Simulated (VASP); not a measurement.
A run of VASP 6.6.1 is set up as follows.

Contents of INCAR:

```
SYSTEM = WSe2
PREC = Accurate
ENCUT = 520
EDIFF = 1E-6
ISMEAR = 0
SIGMA = 0.05
LREAL = .False.
LASPH = .True.
NELM = 60
ALGO = Normal
ISIF = 2
LWAVE = .False.
LCHARG = .True.
LDIPOL = .True.
IDIPOL = 3
DIPOL = 0.5 0.5 0.401
GGA = PE
IVDW = 12
LELF = .True.
LVHAR = .True.
LVACPOTAV = .True.
NBANDS = 35
```

File KPOINTS:

```
Automatic mesh
0
Gamma
  9 9 1
  0 0 0
```

Contents of POSCAR:

```
WSe2
1.0
    3.2854929596      0.0000000000      0.0000000000
   -1.6427464798      2.8453203669      0.0000000000
    0.0000000000      0.0000000000     24.2386467078
Se W
4 2
Direct
    0.3333333333      0.6666666667      0.1856539292
    0.3333333333      0.6666666667      0.3246601780
    0.6666666667      0.8333333333      0.4777215285
    0.6666666667      0.8333333333      0.6167277773
    0.6666666667      0.3333333333      0.2551570536
    0.3333333333      1.1666666667      0.5472246529
```

Potentials or basis: VASP PAW PBE potentials, release 64 (Se, W_sv).

Launch:

```console
$ cat potpaw_PBE.64/Se/POTCAR potpaw_PBE.64/W_sv/POTCAR > POTCAR
$ mpirun -np 1 vasp_std > vasp.out
```

Question: Estimate the largest force.

Answer: 0.100 eV/Å.

Question: Estimate the dispersion energy per atom.

Answer: -0.381 eV.

Question: Estimate the band gap on the k mesh.

Answer: 1.57 eV, indirect (least direct gap 1.66 eV).

Forces in eV/Å, atoms in the order of the input:
```
Se   0.000  0.000 -0.040
Se  -0.013 -0.007  0.098
Se   0.013  0.007 -0.098
Se   0.000  0.000  0.040
W   -0.006 -0.004  0.029
W    0.006  0.004 -0.029
```

Caveat: spin-orbit coupling is left out, which moves the levels of the heavy elements.
